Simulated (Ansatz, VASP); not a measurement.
Ni: VASP beside Ansatz

```
Ni
1.0
     0.00000    2.40219    2.40219
     2.40219    0.00000    2.40219
     2.40219    2.40219    0.00000
Ni
2
Direct
  0.12500 0.12500 0.12500
  0.87500 0.87500 0.87500
```

Alike in both runs: task single point; functional LDA; k mesh 12 × 12 × 12; occupations fermi-dirac, width 0.05 eV; collinear spin.

```csv
,VASP,Ansatz
version,VASP 6.6.1,Ansatz 0.2.0
potentials or method,"VASP PAW LDA potentials, release 64 (Ni), cutoff 520 eV","plane waves (420 eV) with PAW, scalar-relativistic"
valence electrons in the cell,20,36
```

|  | VASP | Ansatz | Ansatz less VASP |
| --- | --- | --- | --- |
| pressure (GPa) | 11.6 | 12.3 | +0.69 |
| net moment per atom (μB) | 0.74 | 0.76 | +0.016 |
| size of the moment on the site where the two differ most (μB) | 0.73 | 0.77 | +0.045 |

Ansatz warns that its potentials were made for another functional, while VASP's fit it. LDA's correlation is that of Perdew and Zunger in VASP and of Perdew and Wang (1992) in Ansatz. Site moments also hang on the region over which each program counts them. VASP's potentials hold 20 valence electrons a cell and Ansatz's 36, so a difference there can come from the potentials and not from the codes.
